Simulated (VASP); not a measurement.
Input of a VASP 6.6.1 run:

File INCAR:

```
SYSTEM = ZrC
ALGO = Normal
EDIFF = 1E-6
ENCUT = 520
GGA = PS
ISIF = 2
ISMEAR = -1
LASPH = .TRUE.
LCHARG = .FALSE.
LREAL = .FALSE.
LWAVE = .FALSE.
NBANDS = 15
NELM = 60
PREC = Accurate
SIGMA = 0.05
```

KPOINTS

```
k-points
0
G
  15 15 15
  0 0 0
```

File POSCAR:

```
ZrC
1.0
    0.0000000000      2.3184465117      2.3184465117
    2.3184465117      0.0000000000      2.3184465117
    2.3184465117      2.3184465117      0.0000000000
Zr C
1 1
Direct
    0.5000000000      0.5000000000      0.5000000000
    0.0000000000      0.0000000000      0.0000000000
```

Potentials or basis: VASP PAW PBE potentials, release 64 (Zr_sv, C).

Run with:

```bash
$ cat potpaw_PBE.64/Zr_sv/POTCAR potpaw_PBE.64/C/POTCAR > POTCAR
$ mpirun -np 1 vasp_std > vasp.out
```

(1) What does it give for the band gap on the k mesh?

(2) Predict the pressure.

Answers

(1) zero (bands 8 and 9 overlap by 1.33 eV).

(2) 5.5 GPa.

Caveat: the cell stands under pressure; the PAW data sets were made with another functional, which shifts forces and pressure a little.
